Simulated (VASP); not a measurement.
The system is Tl.

```
Tl
1.0
     3.21951    0.00000    0.00000
     0.00000    3.21951    0.00000
     0.00000    0.00000    3.21951
Tl
1
Direct
  0.00000 0.00000 0.00000
```

| Item | Value |
| --- | --- |
| Program | VASP 6.6.1 |
| Task | relaxation of cell and atoms |
| Functional | PBE |
| Potentials or basis | VASP PAW PBE potentials, release 64 (Tl_d) |
| Cutoff | 600 eV |
| k mesh | 13 × 13 × 13 |
| Occupations | fermi-dirac, width 0.08 eV |
| Spin | no spin polarisation |

At the start: pressure 0.7 GPa; volume 33.37 Å³/atom.

Task: How do energy, volume and symmetry change on relaxing?

Result: Over 3 steps the energy falls by 2.1 meV/atom and the volume is 34.36 Å³/atom (+3.0 %); space group Pm-3m (No. 221, to 0.05 Å).

Step by step:
```tsv
step	energy change (eV)	largest force (eV/Å)	pressure (GPa)	volume (Å³)
1	0.0000	0.0000	0.71	33.37
2	-0.0020	0.0000	0.18	34.09
3	-0.0021	0.0000	0.01	34.36
```

Final structure:
```
CELL_PARAMETERS angstrom
3.25087 0.00000 0.00000
0.00000 3.25087 0.00000
0.00000 0.00000 3.25087
ATOMIC_POSITIONS crystal
Tl 0.00000 0.00000 0.00000
```
